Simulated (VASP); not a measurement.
Here is a VASP 6.6.1 calculation.

File INCAR:

```
ALGO = Normal
EDIFF = 1E-7
ENCUT = 520
GGA = PE
ISIF = 2
ISMEAR = 0
LASPH = True
LCHARG = True
LELF = True
LREAL = False
LVHAR = True
LWAVE = False
NBANDS = 56
NELM = 100
PREC = Accurate
SIGMA = 0.1
```

The input KPOINTS:

```
k-points
0
Gamma
  2 2 2
```

POSCAR

```
Ga2BAs3
1.0
   -0.0004423458      0.0006618336     -6.2522965664
    0.0005827048      6.6281473556     -0.0002150622
    5.7320996028     -3.3134491008      0.0005173424
Ga B As
4 2 6
Direct
    0.0040037664      0.8262391973      0.3218949179
    0.5040187080      0.1737977357      0.6781309769
    0.0040583596      0.5043098021      0.6780921203
    0.5040209197      0.4956578019      0.3219272794
    0.4972488414      0.8511715828      0.0000433876
    0.9972441912      0.1488141278     -0.0000461730
    0.3961622103      0.5439476545      0.7022664850
    0.3961421862      0.8417070953      0.2978382142
    0.3417003193      0.1369288630      0.0000573214
    0.8961376361      0.1582926117      0.7021604090
    0.8961529662      0.4560561045      0.2977125480
    0.8417098955      0.8630774232     -0.0000774868
```

Potentials or basis: VASP PAW PBE potentials, release 64 (Ga_d, B, As).

The run is started by

```console
$ cat potpaw_PBE.64/Ga_d/POTCAR potpaw_PBE.64/B/POTCAR potpaw_PBE.64/As/POTCAR > POTCAR
$ mpirun -np 1 vasp_std > vasp.out
```

(1) What does it give for the largest force?

(2) Predict the pressure.

(3) What does it give for the band gap on the k mesh?

Answers

(1) 0.016 eV/Å.

(2) 0.3 GPa.

(3) 0.67 eV.

Caveat: the k points lie up to 0.55 Å⁻¹ apart; semilocal functionals underestimate gaps, and a narrow one can read as zero.
